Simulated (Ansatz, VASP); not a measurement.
## Cu in VASP and in Ansatz

POSCAR

```
Cu
1.0
    1.2423612020     -4.0543660062      0.0000000000
    1.2423612020      4.0543660062      0.0000000000
    0.0000000000      0.0000000000      2.5240469776
Cu
2
Direct
    0.8661333500      0.1338666500      0.7500000000
    0.1338666500      0.8661333500      0.2500000000
```

Contents of INCAR.step1:

```
SYSTEM = Cu
PREC = Accurate ; ENCUT = 520
ISMEAR = -1 ; SIGMA = 0.05
LREAL = .FALSE. ; LASPH = .TRUE.
NELM = 100 ; NBANDS = 18
GGA = PE ; ALGO = Normal
EDIFF = 1E-4 ; LWAVE = .TRUE.
LCHARG = .FALSE.
```

Contents of INCAR.step2:

```
SYSTEM = Cu
PREC = Accurate ; ENCUT = 520
EDIFF = 1E-6 ; ISMEAR = -1
SIGMA = 0.05 ; LREAL = .FALSE.
LASPH = .TRUE. ; NELM = 100
ALGO = Normal ; ISIF = 2
LWAVE = .FALSE. ; LCHARG = .FALSE.
METAGGA = R2SCAN ; LMIXTAU = .TRUE.
NBANDS = 18 ; ISTART = 1
```

The input KPOINTS:

```
Automatic mesh
0
G
  11 11 11
  0 0 0
```

The input input.yaml:

```yaml
crystal:
  lattice:
    - [1.242361202, -4.0543660062, 0.0]
    - [1.242361202, 4.0543660062, 0.0]
    - [0.0, 0.0, 2.5240469776]
  atoms:
    - { symbol: Cu, position: [0.86613335, 0.13386665, 0.75] }
    - { symbol: Cu, position: [0.13386665, 0.86613335, 0.25] }
hamiltonian:
  xc: r2scan
  pseudopotentials: { kind: paw }
kpoints:
  mp_grid: { grid: [11, 11, 11] }
scf:
  occupations: { method: fermi_dirac, width: 0.05 }
output:
  forces: true
  stress: true
  eigenvalues: true
```

Alike in both runs: task single point; functional r2SCAN; k mesh 11 × 11 × 11; occupations fermi-dirac, width 0.05 eV; no spin polarisation.

```csv
,VASP,Ansatz
version,VASP 6.6.1,Ansatz 0.2.0
potentials or method,"VASP PAW PBE potentials, release 64 (Cu)",Ansatz PAW
plane-wave cutoff (eV),520,500
valence electrons in the cell,22,38
```

Ansatz gave:

* gap on the k mesh at the Fermi level (eV): none
* pressure (GPa): -7.2
* traceless stress, the component that is largest in VASP (GPa): -0.75
* rms of the force components (eV/Å): 0.036

What did VASP give for the same quantities?

gap on the k mesh at the Fermi level (eV): none; pressure (GPa): -6.5; traceless stress, the component that is largest in VASP (GPa): -0.72; rms of the force components (eV/Å): 0.036.

VASP's potentials were made for PBE, not for r2SCAN. Atom by atom the forces differ by 0.001 eV/Å (rms over components). A gap of «none» marks a metal or a gap that the smearing closes. VASP's potentials hold 22 valence electrons a cell and Ansatz's 38, so a difference there can come from the potentials and not from the codes.
